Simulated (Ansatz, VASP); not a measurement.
One calculation of BaZrO3, two programs

```xyz
5
Lattice="4.1913 0.0000 0.0000 0.0000 4.1913 0.0000 0.0000 0.0000 4.1913" Properties=species:S:1:pos:R:3 pbc="T T T"
Ba    0.0000    0.0000    0.0000
Zr    2.0957    2.0957    2.0957
O     0.0000    2.0957    2.0957
O     2.0957    0.0000    2.0957
O     2.0957    2.0957    0.0000
```

Alike in both runs: task single point; functional revPBE; k mesh 3 × 3 × 3; no spin polarisation.

|  | VASP | Ansatz |
| --- | --- | --- |
| version | VASP 6.6.1 | Ansatz 0.2.0 |
| potentials or method | VASP PAW PBE potentials, release 64 (Ba_sv, Zr_sv, O), cutoff 520 eV | plane waves, PAW |
| occupations | gaussian, width 0.01 eV | fixed |
| valence electrons in the cell | 40 | 40 |

```csv
,VASP,Ansatz,Ansatz less VASP
gap on the k mesh at the Fermi level (eV),3.41,3.44,+0.023
```

VASP's potentials were made for PBE, not for revPBE.

The k mesh is coarse, so the values compare programs but aren't converged. Neither program's run includes spin-orbit coupling.
